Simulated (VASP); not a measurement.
**BN: single point with PBE+D3(BJ)**

BN:

```
B N
1.0
     2.52903    0.00000    0.00000
    -1.26452    2.16852    0.00000
     0.00000    0.00000    6.66120
B N
2 2
Direct
  0.33333 0.66667 0.25000
  0.66667 0.33333 0.75000
  0.33333 0.66667 0.75000
  0.66667 0.33333 0.25000
```

```
Program             : VASP 6.6.1
Task                : single point
Functional          : PBE
Dispersion          : D3(BJ)
Potentials or basis : VASP PAW PBE potentials, release 64 (B, N)
Cutoff              : 520 eV
k mesh              : 12 × 12 × 4
Occupations         : tetrahedron
Spin                : no spin polarisation
```

| Property | Result |
| --- | --- |
| Pressure | -2.8 GPa |
| Largest force | 0.118 eV/Å |
| Band gap on the k mesh | 4.23 eV (least direct gap 4.61 eV) |
| Dispersion energy per atom | -0.139 eV |

Forces in eV/Å, atoms in the order of the input:
```
B    0.000 -0.116  0.000
B    0.000  0.116  0.000
N    0.000 -0.118  0.000
N    0.000  0.118  0.000
```

Stress tensor (GPa, compression positive):
```
-7.63  0.00  0.00
 0.00 -0.36  0.00
 0.00  0.00 -0.30
```

Levels at points of the mesh, in eV from the valence-band top:
```
           k point  band 4  band 5  band 6  band 7  band 8  band 9  band 10  band 11  band 12  band 13
(0.00, 0.00, 0.00)   -4.03   -1.38   -1.34   -1.34   -1.30    5.23    10.22    11.31    11.43    11.44
(0.50, 0.00, 0.00)   -8.80   -4.08   -4.02   -1.46   -0.45    4.23     5.59     9.46     9.90    12.62
(0.50, 0.50, 0.00)   -8.80   -4.08   -4.02   -1.46   -0.45    4.23     5.59     9.46     9.90    12.62
(0.00, 0.50, 0.00)   -8.77   -4.23   -4.16   -1.36   -0.38    4.29     5.58     9.24     9.58    12.70
(0.00, 0.00, 0.50)   -5.21   -1.36   -1.36   -1.32   -1.32    7.56     7.56    11.37    11.37    11.56
(0.50, 0.00, 0.50)   -8.84   -4.05   -4.05   -0.94   -0.94    4.69     4.69     9.85     9.85    13.48
(0.50, 0.50, 0.50)   -8.84   -4.05   -4.05   -0.94   -0.94    4.69     4.69     9.85     9.85    13.48
(0.00, 0.50, 0.50)   -8.80   -4.19   -4.19   -0.85   -0.85    4.72     4.72     9.56     9.56    13.51
```

Wall time 4 min on 1 thread of Intel Xeon 8259CL (shared host), peak memory 0.27 GiB.

Caveat: the stress differs along the axes, from -8 to -0 GPa. A k mesh can miss the band edges.
